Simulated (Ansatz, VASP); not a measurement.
**Two plane-wave programs on O**

```
CELL_PARAMETERS angstrom
4.04225 0.00000 -0.05113
0.00000 4.02616 0.00000
-1.06459 0.00000 2.79144
ATOMIC_POSITIONS crystal
O 0.33986 0.68420 0.67023
O 0.66014 0.68420 0.82977
O 0.66014 0.31580 0.32977
O 0.33986 0.31580 0.17023
```

Alike in both runs: task single point; functional r2SCAN; k mesh 6 × 4 × 6; no spin polarisation.

|  | VASP | Ansatz |
| --- | --- | --- |
| version | VASP 6.6.1 | Ansatz 0.2.0 |
| potentials or method | VASP PAW PBE potentials, release 64 (O) | plane waves |
| plane-wave cutoff (eV) | 520 | 500 |
| occupations | gaussian, width 0.01 eV | fixed |
| valence electrons in the cell | 24 | 24 |

|  | VASP | Ansatz | Ansatz less VASP |
| --- | --- | --- | --- |
| gap on the k mesh at the Fermi level (eV) | 0.99 | 0.99 | +0.001 |
| pressure (GPa) | 4.8 | 0.9 | -3.88 |
| traceless stress, the component that is largest in VASP (GPa) | 6.64 | -0.21 | -6.851 |
| rms of the force components (eV/Å) | 0.839 | 0.037 | -0.8013 |

VASP's potentials were made for PBE, not for r2SCAN. Atom by atom the forces differ by 0.875 eV/Å (rms over components).

Noted on VASP's run: the standard files for N, O and F lose accuracy on very short bonds; spin is off for a triplet molecule.
